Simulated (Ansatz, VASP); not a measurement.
**Two plane-wave programs on LiBPt**

```xyz
3
Lattice="3.5656 0.0000 0.0000 0.0000 3.5656 0.0000 0.0000 0.0000 4.0146" Properties=species:S:1:pos:R:3 pbc="T T T"
Li    0.0000    0.0000    0.0000
B     1.7828    1.7828    2.0073
Pt    1.7828    1.7828    0.0000
```

Change from the starting cell: species swapped into the MgNiH type (P4/mmm, No. 123).

Alike in both runs: functional PBE; k mesh 6 × 6 × 6; occupations gaussian, width 0.1 eV; no spin polarisation.

Ansatz relaxed the structure, and its values are those at the end. VASP's run is a single point on that final structure, the one shown.

|  | VASP | Ansatz |
| --- | --- | --- |
| version | VASP 6.6.1 | Ansatz 0.2.0 |
| potentials or method | VASP PAW PBE potentials, release 64 (Li_sv, B, Pt_sv_GW), cutoff 880 eV | scalar-relativistic, plane waves, PAW |
| valence electrons in the cell | 24 | 24 |

```csv
,VASP,Ansatz,Ansatz less VASP
gap on the k mesh at the Fermi level (eV),none,none,-
pressure (GPa),-0.1,-0.1,+0.05
```

A gap of «none» marks a metal or a gap that the smearing closes. With one functional, cell and mesh, what is left measures potentials, basis and numerics.

Spin-orbit coupling is off throughout.
